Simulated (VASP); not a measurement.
# InAs in VASP: notebook

Runs on InAs. Level: PBEsol. Tasks: single point.

Everything below comes from runs of VASP 6.6.1. Logs are shortened: lines on timing, memory, paths and dates and some standing lists are left out, and cuts for length are marked.

### Step 1. The cell of the first run

The cell holds a slab with vacuum, 8 atoms: a = 4.304 Å, b = 4.304 Å, c = 26.422 Å, α = 90.00°, β = 90.00°, γ = 120.00°.

### Step 2. Single point, PBEsol

Contents of INCAR:

```
ALGO = Normal ; DIPOL = 0.5 0.5 0.500
EDIFF = 1E-6 ; ENCUT = 520
GGA = PS ; IDIPOL = 3
ISIF = 2 ; ISMEAR = 0
LASPH = T ; LCHARG = F
LDIPOL = T ; LREAL = F
LWAVE = F ; NBANDS = 46
NELM = 80 ; PREC = Accurate
SIGMA = 0.1
```

Contents of KPOINTS:

```
k-points
0
Gamma
  9 9 1
```

Contents of POSCAR:

```
InAs
1.0
    4.3044884346      0.0000000000      0.0000000000
   -2.1522442173      3.7277963347      0.0000000000
    0.0000000000      0.0000000000     26.4224502910
As In
4 4
Direct
    0.0000000000      0.0000000000      0.2838495263
    0.3333333333      0.6666666667      0.4168652024
    0.6666666667      0.3333333333      0.5498808785
    0.0000000000      0.0000000000      0.6828965546
    0.3333333333      0.6666666667      0.3171034454
    0.6666666667      0.3333333333      0.4501191215
    0.0000000000      0.0000000000      0.5831347976
    0.3333333333      0.6666666667      0.7161504737
```

Potentials or basis: VASP PAW PBE potentials, release 64 (As, In_d).

Command:

```bash
cat potpaw_PBE.64/As/POTCAR potpaw_PBE.64/In_d/POTCAR > POTCAR
mpirun -np 1 vasp_std > vasp.out
```

OUTCAR:

```text
EDIFF = 1E-6
   ENCUT = 520
   GGA = PS
   ISIF = 2
   ISMEAR = 0
   LASPH = T
   LREAL = F
   NELM = 80
   PREC = Accurate

 ion  position               nearest neighbor table
   1  0.000  0.000  0.284-   5 2.64   5 2.64   5 2.64
   2  0.333  0.667  0.417-   5 2.64   6 2.64   6 2.64   6 2.64
   3  0.667  0.333  0.550-   6 2.64   7 2.64   7 2.64   7 2.64
   4  0.000  0.000  0.683-   7 2.64   8 2.64   8 2.64   8 2.64
   5  0.333  0.667  0.317-   2 2.64   1 2.64   1 2.64   1 2.64
   6  0.667  0.333  0.450-   3 2.64   2 2.64   2 2.64   2 2.64
   7  0.000  0.000  0.583-   4 2.64   3 2.64   3 2.64   3 2.64
   8  0.333  0.667  0.716-   4 2.64   4 2.64   4 2.64

  LATTYP: Found a hexagonal cell.
 ALAT       =     4.3044884346
 C/A-ratio  =     6.1383485384

  Lattice vectors:

 A1 = (   4.3044884346,   0.0000000000,   0.0000000000)
 A2 = (  -2.1522442173,   3.7277963347,   0.0000000000)
 A3 = (   0.0000000000,   0.0000000000,  26.4224502910)

Analysis of symmetry for initial positions (statically):
=====================================================================
 Subroutine PRICEL returns:
 Original cell was already a primitive cell.

 Routine SETGRP: Setting up the symmetry group for a
 hexagonal supercell.

 Subroutine GETGRP returns: Found  6 space group operations
 (whereof  6 operations were pure point group operations)
 out of a pool of 24 trial point group operations.

The static configuration has the point symmetry C_3v.

Analysis of symmetry for dynamics (positions and initial velocities):
=====================================================================
 Subroutine PRICEL returns:
 Original cell was already a primitive cell.

 Routine SETGRP: Setting up the symmetry group for a
 hexagonal supercell.

 Subroutine GETGRP returns: Found  6 space group operations
 (whereof  6 operations were pure point group operations)
 out of a pool of 24 trial point group operations.

The dynamic configuration has the point symmetry C_3v.

 Subroutine INISYM returns: Found  6 space group operations
 (whereof  6 operations are pure point group operations),
 and found     1 'primitive' translations

----------------------------------------------------------------------------------------

                                     Primitive cell

  volume of cell :     423.9814

  direct lattice vectors                    reciprocal lattice vectors
     4.304488435  0.000000000  0.000000000     0.232315643  0.134127499  0.000000000
    -2.152244217  3.727796335  0.000000000     0.000000000  0.268254998  0.000000000
     0.000000000  0.000000000 26.422450291     0.000000000  0.000000000  0.037846604

  length of vectors
     4.304488435  4.304488435 26.422450291     0.268254998  0.268254998  0.037846604

  position of ions in fractional coordinates (direct lattice)
     0.000000000  0.000000000  0.283849526
     0.333333333  0.666666667  0.416865202
     0.666666667  0.333333333  0.549880878
     0.000000000  0.000000000  0.682896555
     0.333333333  0.666666667  0.317103445
     0.666666667  0.333333333  0.450119122
     0.000000000  0.000000000  0.583134798
     0.333333333  0.666666667  0.716150474

  ion indices of the primitive-cell ions
   primitive index   ion index
                 1           1
                 2           2
                 3           3
                 4           4
                 5           5
                 6           6
                 7           7
                 8           8

----------------------------------------------------------------------------------------

 KPOINTS: k-points

Automatic generation of k-mesh.
 Grid dimensions read from file:
 generate k-points for:    9    9    1

 Generating k-lattice:

  Cartesian coordinates                     Fractional coordinates (reciprocal lattice)
     0.025812849  0.014903055  0.000000000     0.111111111  0.000000000  0.000000000
     0.000000000  0.029806111  0.000000000     0.000000000  0.111111111  0.000000000
     0.000000000  0.000000000  0.037846604     0.000000000  0.000000000  1.000000000

  Length of vectors
     0.029806111  0.029806111  0.037846604

  Shift w.r.t. Gamma in fractional coordinates (k-lattice)
     0.000000000  0.000000000  0.000000000

 Subroutine IBZKPT returns following result:
 ===========================================

 Found     12 irreducible k-points:

 Following reciprocal coordinates:
            Coordinates               Weight
  0.000000  0.000000  0.000000      1.000000
  0.111111  0.000000  0.000000      6.000000
  0.222222  0.000000  0.000000      6.000000
  0.333333  0.000000  0.000000      6.000000
  0.444444  0.000000  0.000000      6.000000
  0.111111  0.111111  0.000000      6.000000
  0.222222  0.111111  0.000000     12.000000
  0.333333  0.111111  0.000000     12.000000
  0.444444  0.111111  0.000000      6.000000
  0.222222  0.222222  0.000000      6.000000
  0.333333  0.222222  0.000000     12.000000
  0.333333  0.333333  0.000000      2.000000
   k-points           NKPTS =     12   k-points in BZ     NKDIM =     12   number of bands    NBANDS=     46
   number of dos      NEDOS =    301   number of ions     NIONS =      8
   total plane-waves  NPLWV = 204800
   dimension x,y,z NGX =    32 NGY =   32 NGZ =  200
   dimension x,y,z NGXF=    64 NGYF=   64 NGZF=  400
   ions per type =               4   4
   NGX,Y,Z   is equivalent  to a cutoff of  12.36, 12.36, 12.58 a.u.
   NGXF,Y,Z  is equivalent  to a cutoff of  24.72, 24.72, 25.17 a.u.
 SYSTEM =  unknown system
   PREC   = accura    normal or accurate (medium, high low for compatibility)
   ISTART =      0    job   : 0-new  1-cont  2-samecut
   ICHARG =      2    charge: 1-file 2-atom 10-const
   ISPIN  =      1    spin polarized calculation?
   LNONCOLLINEAR =      F non collinear calculations
   LSORBIT =      F    spin-orbit coupling
   LASPH  =      T    aspherical Exc in radial PAW
   ENCUT  =  520.0 eV  38.22 Ry    6.18 a.u.   8.00  8.00 49.13*2*pi/ulx,y,z
   NELM   =     80;   NELMIN=  2; NELMDL= -5     # of ELM steps
   EDIFF  = 0.1E-05   stopping-criterion for ELM
   LREAL  =      F    real-space projection
   EDIFFG = 0.1E-04   stopping-criterion for IOM
   NSW    =      0    number of steps for IOM
   IBRION =     -1    ionic relax: 0-MD 1-quasi-New 2-CG
   NFREE  =      0    steps in history (QN), initial steepest desc. (CG)
   ISIF   =      2    stress and relaxation
   ISYM   =      2    0-nonsym 1-usesym 2-fastsym
   POTIM  = 0.5000    time-step for ionic-motion
   TEBEG  =    0.0;   TEEND  =   0.0 temperature during run
   PSTRESS=    0.0 pullay stress
   NELECT =      72.0000    total number of electrons
   NUPDOWN=      -1.0000    fix difference up-down
   EMIN   =  10.00;   EMAX   =-10.00  energy-range for DOS
   EFERMI =   0.00;   METHOD = LEGACY
   ISMEAR =     0;   SIGMA  =   0.10  broadening in eV -4-tet -1-fermi 0-gaus
   EFERMI_NEDOS =   21; number of points for ismear=-14 and -15
   IALGO  =     38    algorithm
   IMIX   =      4    mixing-type and parameters
     AMIX     =   0.40;   BMIX     =  1.00
     AMIX_MAG =   1.60;   BMIX_MAG =  1.00
  volume/ion in A,a.u.               =      53.00       357.65
  Fermi-wavevector in a.u.,A,eV,Ry     =   0.906574  1.713177 11.182314  0.821877
  Thomas-Fermi vector in A             =   2.030278
   LORBIT       =      0    0 simple, 1 ext, 2 COOP (PROOUT), +10 PAW based schemes
   GGA     = PS    functional components
   LHFCALC =     F    Hartree Fock is set to
   AEXX    =    0.0000 exact exchange contribution
   IVDW    =     0    specifies the selected vdW correction
   LEPSILON=     F    determine dielectric tensor
   LRPA    =     F    only Hartree local field effects (RPA)
 non-spin polarized calculation
 Gauss-broadening in eV      SIGMA  =   0.10
  energy-cutoff  :      520.00
  volume of cell :      423.98
 maximum number of plane-waves:     11450
   NGX = 17   NGY = 17   NGZ = 99

 dipolmoment           0.000000      0.000000      0.058824 electrons x Angstroem

 number of electron      72.0000004 magnetization

 dipolmoment           0.000000      0.000000     -0.189557 electrons x Angstroem

 Free energy of the ion-electron system (eV)
  ---------------------------------------------------
  ext. energy  EPLUGINS =         0.00000000
  ---------------------------------------------------
  free energy    TOTEN  =       -31.91660662 eV

  energy without entropy =      -31.88540589  energy(sigma->0) =      -31.90100625

 E-fermi :   0.1285     XC(G=0):  -5.4023

 val. band max:        0.1217273302   @ k =   0.4444   0.0000   0.0000
 cond. band min:       0.1427943237   @ k =   0.4444   0.1111   0.0000
 fundamental gap:      0.0210669934
 Fermi energy:         0.1285127650

 k-point     1 :       0.0000    0.0000    0.0000
  band No.  band energies     occupation
      1     -14.8534      2.00000
      2     -14.7922      2.00000
      3     -14.7922      2.00000
      4     -14.7064      2.00000
      5     -14.7064      2.00000
      6     -14.6950      2.00000
[... 38 lines left out ...]
     45       4.1567      0.00000
     46       4.1567      0.00000

 k-point     2 :       0.1111    0.0000    0.0000
  band No.  band energies     occupation
      1     -14.8635      2.00000
      2     -14.7919      2.00000
      3     -14.7894      2.00000
      4     -14.7079      2.00000
      5     -14.7034      2.00000
      6     -14.6905      2.00000
[... 38 lines left out ...]
     45       3.9498      0.00000
     46       4.1652      0.00000

 k-point     3 :       0.2222    0.0000    0.0000
  band No.  band energies     occupation
      1     -14.8913      2.00000
      2     -14.7860      2.00000
      3     -14.7838      2.00000
      4     -14.7115      2.00000
      5     -14.6944      2.00000
      6     -14.6876      2.00000
[... 38 lines left out ...]
     45       4.4265      0.00000
     46       4.4314      0.00000

 k-point     4 :       0.3333    0.0000    0.0000
  band No.  band energies     occupation
      1     -14.9226      2.00000
      2     -14.7796      2.00000
      3     -14.7772      2.00000
      4     -14.7149      2.00000
      5     -14.6985      2.00000
      6     -14.6818      2.00000
[... 332 lines left out ...]
     45       4.5264      0.00000
     46       4.7211      0.00000

 k-point    11 :       0.3333    0.2222    0.0000
  band No.  band energies     occupation
      1     -14.9416      2.00000
      2     -14.7835      2.00000
      3     -14.7666      2.00000
      4     -14.7111      2.00000
      5     -14.7073      2.00000
      6     -14.6807      2.00000
[... 38 lines left out ...]
     45       4.6844      0.00000
     46       5.0636      0.00000

 k-point    12 :       0.3333    0.3333    0.0000
  band No.  band energies     occupation
      1     -14.9436      2.00000
      2     -14.7848      2.00000
      3     -14.7640      2.00000
      4     -14.7079      2.00000
      5     -14.7076      2.00000
      6     -14.6843      2.00000
[... 38 lines left out ...]
     45       5.0633      0.00000
     46       5.1742      0.00000

------------------------ aborting loop because EDIFF is reached ----------------------------------------

 vacuum level on the upper side and lower side of the slab       (xc-potential included)        -1.256         0.829

  FORCE on cell =-STRESS in cart. coord.  units (eV):
  Direction    XX          YY          ZZ          XY          YZ          ZX
  --------------------------------------------------------------------------------------
  -------------------------------------------------------------------------------------
  Total       -0.5946298     -0.5946298      2.1017950      0.0000000      0.0000000     -0.0000000
  in kB       -2.2470382     -2.2470382      7.9424432      0.0000000      0.0000000     -0.0000000
  external PRESSURE =       1.1494556 kB  Pullay stress =       0.0000000 kB

 VOLUME and BASIS-vectors are now :
 -----------------------------------------------------------------------------
  energy-cutoff  :      520.00
  volume of cell :      423.98
      direct lattice vectors                 reciprocal lattice vectors
     4.304488435  0.000000000  0.000000000     0.232315643  0.134127499  0.000000000
    -2.152244217  3.727796335  0.000000000     0.000000000  0.268254998  0.000000000
     0.000000000  0.000000000 26.422450291     0.000000000  0.000000000  0.037846604

 POSITION                                       TOTAL-FORCE (eV/Angst)
 -----------------------------------------------------------------------------------
      0.00000      0.00000      7.50000        -0.000000      0.000000     -0.032353
     -0.00000      2.48520     11.01460         0.000000      0.000000      0.423904
      2.15224      1.24260     14.52920         0.000000     -0.000000      0.308842
      0.00000      0.00000     18.04380         0.000000      0.000000      0.467377
     -0.00000      2.48520      8.37865         0.000000      0.000000     -0.301985
      2.15224      1.24260     11.89325         0.000000      0.000000     -0.330132
      0.00000      0.00000     15.40785         0.000000      0.000000     -0.395039
     -0.00000      2.48520     18.92245        -0.000000      0.000000     -0.140615
 -----------------------------------------------------------------------------------
    total drift:                               -0.000000      0.000000     -0.000074

  FREE ENERGIE OF THE ION-ELECTRON SYSTEM (eV)
  ---------------------------------------------------
  free  energy   TOTEN  =       -31.9166066169 eV

  energy  without entropy=      -31.8854058892  energy(sigma->0) =      -31.90100625

 vacuum level on the upper side and lower side of the slab         3.514         5.651
```

Wall time 38 min (1 thread of Intel Xeon 8259CL, shared host); peak memory 0.59 GiB.

Results:

* Free energy: -31.9166 eV
* Largest force: 0.467 eV/Å
* Band gap on the k mesh: zero (bands 36 and 37 overlap by 0.30 eV)

Forces in eV/Å, atoms in the order of the input:
```
As   0.000  0.000 -0.032
As   0.000  0.000  0.424
As   0.000  0.000  0.309
As   0.000  0.000  0.467
In   0.000  0.000 -0.302
In   0.000  0.000 -0.330
In   0.000  0.000 -0.395
In   0.000  0.000 -0.141
```

Levels at points of the mesh, in eV from the Fermi level:
```tsv
k point	band 34	band 35	band 36	band 37	band 38	band 39
(0.00, 0.00, 0.00)	-0.45	0.20	0.29	0.29	0.50	1.01
```

Caveat: the PAW data sets were made with another functional, which shifts forces and pressure a little; spin-orbit coupling is left out, which moves the levels of the heavy elements.

(Part 1 of 2 ends here.)
